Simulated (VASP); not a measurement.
# TiPt3 in VASP: further runs, part 3 of 3

VASP 6.6.1. The steps go on from the part before.

## 5. Electric field gradients, PBEsol (volume scaled by 0.94)

INCAR reads:

```
ALGO = Normal
EDIFF = 1E-8
ENCUT = 520
GGA = PS
ISIF = 2
ISMEAR = -1
LASPH = True
LCHARG = False
LEFG = True
LREAL = False
LWAVE = False
NBANDS = 29
NELM = 60
PREC = Accurate
SIGMA = 0.05
```

KPOINTS reads:

```
k-points
0
Gamma
  9 9 9
```

POSCAR reads:

```
TiPt3
1.0
    3.8174470657      0.0000000000      0.0000000000
    0.0000000000      3.8174470657      0.0000000000
    0.0000000000      0.0000000000      3.8174470657
Ti Pt
1 3
Direct
    0.0000000000      0.0000000000      0.0000000000
    0.0000000000      0.5000000000      0.5000000000
    0.5000000000      0.0000000000      0.5000000000
    0.5000000000      0.5000000000      0.0000000000
```

Potentials or basis: VASP PAW PBE potentials, release 64 (Ti_sv, Pt).

Run with:

```sh
$ cat potpaw_PBE.64/Ti_sv/POTCAR potpaw_PBE.64/Pt/POTCAR > POTCAR
$ mpirun -np 1 vasp_std > vasp.out
```

OUTCAR:

```text
EDIFF = 1E-8
   ENCUT = 520
   GGA = PS
   ISIF = 2
   ISMEAR = -1
   LASPH = True
   LREAL = False
   NELM = 60
   PREC = Accurate

 ion  position               nearest neighbor table
   1  0.000  0.000  0.000-   2 2.70   3 2.70   4 2.70   2 2.70   3 2.70   2 2.70   4 2.70   2 2.70
                             3 2.70   4 2.70   3 2.70   4 2.70
   2  0.000  0.500  0.500-   1 2.70   3 2.70   4 2.70   1 2.70   4 2.70   1 2.70   3 2.70   1 2.70
                             3 2.70   4 2.70   4 2.70   3 2.70
   3  0.500  0.000  0.500-   1 2.70   2 2.70   4 2.70   1 2.70   4 2.70   2 2.70   4 2.70   4 2.70
                             1 2.70   2 2.70   1 2.70   2 2.70
   4  0.500  0.500  0.000-   1 2.70   2 2.70   3 2.70   2 2.70   3 2.70   1 2.70   3 2.70   3 2.70
                             1 2.70   2 2.70   2 2.70   1 2.70

  LATTYP: Found a simple cubic cell.
 ALAT       =     3.8174470657

  Lattice vectors:

 A1 = (   3.8174470657,   0.0000000000,   0.0000000000)
 A2 = (   0.0000000000,   3.8174470657,   0.0000000000)
 A3 = (   0.0000000000,   0.0000000000,   3.8174470657)

Analysis of symmetry for initial positions (statically):
=====================================================================
 Subroutine PRICEL returns:
 Original cell was already a primitive cell.

[... 973 lines left out ...]
      1.90872      1.90872      0.00000         0.000000      0.000000      0.000000
 -----------------------------------------------------------------------------------
    total drift:                                0.000000      0.000000      0.000000

  FREE ENERGIE OF THE ION-ELECTRON SYSTEM (eV)
  ---------------------------------------------------
  free  energy   TOTEN  =       -32.5546456595 eV

  energy  without entropy=      -32.5438916562  energy(sigma->0) =      -32.54926866

 Electric field gradients (V/A^2)
---------------------------------------------------------------------
 ion       V_xx      V_yy      V_zz      V_xy      V_xz      V_yz
---------------------------------------------------------------------
   1       0.000    -0.000     0.000     0.000     0.000     0.000
   2     -73.065    36.533    36.533     0.000    -0.000     0.000
   3      36.533   -73.065    36.533     0.000    -0.000    -0.000
   4      36.533    36.533   -73.065    -0.000     0.000    -0.000
---------------------------------------------------------------------

 Electric field gradients after diagonalization (V/A^2)
 (convention: |V_zz| > |V_xx| > |V_yy|)
----------------------------------------------------------------------
 ion       V_xx      V_yy      V_zz     asymmetry (V_yy - V_xx)/ V_zz
----------------------------------------------------------------------
   1      -0.000     0.000     0.000       0.325
   2      36.533    36.533   -73.065       0.000
   3      36.533    36.533   -73.065       0.000
   4      36.533    36.533   -73.065       0.000
----------------------------------------------------------------------

           NMR quadrupolar parameters

 Cq : quadrupolar parameter    Cq=e*Q*V_zz/h
 eta: asymmetry parameters     (V_yy - V_xx)/ V_zz
 Q  : nuclear electric quadrupole moment in mb (millibarn)
----------------------------------------------------------------------
 ion       Cq(MHz)       eta       Q (mb)
----------------------------------------------------------------------
   1       0.000       0.325       1.000
   2      -0.177       0.000       1.000
   3      -0.177       0.000       1.000
   4      -0.177       0.000       1.000
----------------------------------------------------------------------
```

OSZICAR:

```text
N       E                     dE             d eps       ncg     rms          rms(c)
DAV:   1     0.382910739844E+03    0.38291E+03   -0.21001E+04  2030   0.159E+03
DAV:   2    -0.754496511762E+01   -0.39046E+03   -0.37130E+03  2120   0.413E+02
DAV:   3    -0.347214547730E+02   -0.27176E+02   -0.25736E+02  2479   0.104E+02
DAV:   4    -0.356830266230E+02   -0.96157E+00   -0.95582E+00  2464   0.178E+01
DAV:   5    -0.357086610492E+02   -0.25634E-01   -0.25630E-01  2414   0.298E+00    0.273E+01
DAV:   6    -0.335574994429E+02    0.21512E+01   -0.88405E+00  2175   0.277E+01    0.134E+01
DAV:   7    -0.336759347998E+02   -0.11844E+00   -0.16597E+01  2515   0.276E+01    0.119E+01
DAV:   8    -0.326632304402E+02    0.10127E+01   -0.11326E+00  2147   0.108E+01    0.445E+00
DAV:   9    -0.326768448544E+02   -0.13614E-01   -0.15529E+00  2824   0.741E+00    0.364E+00
DAV:  10    -0.325547140735E+02    0.12213E+00   -0.48128E-01  2359   0.502E+00    0.402E-01
DAV:  11    -0.325589152152E+02   -0.42011E-02   -0.93742E-03  2307   0.787E-01    0.651E-01
DAV:  12    -0.325546396677E+02    0.42755E-02   -0.14796E-02  2658   0.817E-01    0.355E-02
DAV:  13    -0.325546638299E+02   -0.24162E-04   -0.20167E-04  2228   0.104E-01    0.438E-02
DAV:  14    -0.325546453789E+02    0.18451E-04   -0.91556E-05  2394   0.709E-02    0.953E-03
DAV:  15    -0.325546455867E+02   -0.20774E-06   -0.24482E-06  2298   0.145E-02    0.382E-03
DAV:  16    -0.325546456826E+02   -0.95903E-07   -0.27064E-07  2613   0.346E-03    0.115E-03
DAV:  17    -0.325546456665E+02    0.16071E-07   -0.35825E-08  1931   0.112E-03    0.379E-04
DAV:  18    -0.325546456595E+02    0.69899E-08   -0.88128E-09  1099   0.563E-04
   1 F= -.32554646E+02 E0= -.32549269E+02  d E =-.107540E-01
```

Run time: 30 s. Hardware: 1 thread of Intel Xeon Platinum 8559C (Emerald Rapids), shared host; peak memory 0.19 GiB.

What came out:

```
Free energy            : -32.5546 eV
Pressure               : 19.6 GPa
Band gap on the k mesh : zero (band 21 reaches 14.39 eV, above the bottom of band 22 at 12.67 eV)
```

Electric field gradients, principal values (V/Å²):
```
atom   least  middle  greatest (by size)
1 Ti   0.000   0.000               0.000
2 Pt  36.533  36.533             -73.065
3 Pt  36.533  36.533             -73.065
4 Pt  36.533  36.533             -73.065
```

Caveat: without QUAD_EFG the Cq values of the log hold for a quadrupole moment of 1 mb, not for the nuclei; the PAW data sets were made with another functional, which shifts forces and pressure a little; spin-orbit coupling is left out, which moves the levels of the heavy elements.

## 6. The runs side by side

| cell | gap on the mesh (eV) | pressure (GPa) |
| --- | --- | --- |
| a = 3.897 Å, angles 90.6°, 4 atoms | none | 0.3 |
| a = 3.897 Å, angles 89.4°, 4 atoms | none | 0.3 |
| a = 3.897 Å, angles 88.8°, 4 atoms | none | 0.6 |
| a = 3.817 Å, 4 atoms | none | 19.6 |

Alike in all rows: task electric field gradients; level PBEsol; potentials or basis VASP PAW PBE potentials, release 64 (Ti_sv, Pt); no spin polarisation; k mesh 9 × 9 × 9; cutoff (eV) 520; smearing fermi-dirac 0.05 eV.

Caveats: the PAW data sets were made with another functional, which shifts forces and pressure a little; spin-orbit coupling is left out, which moves the levels of the heavy elements.

Total energies depend on the potentials used, so only differences within one code and one set of settings carry meaning.
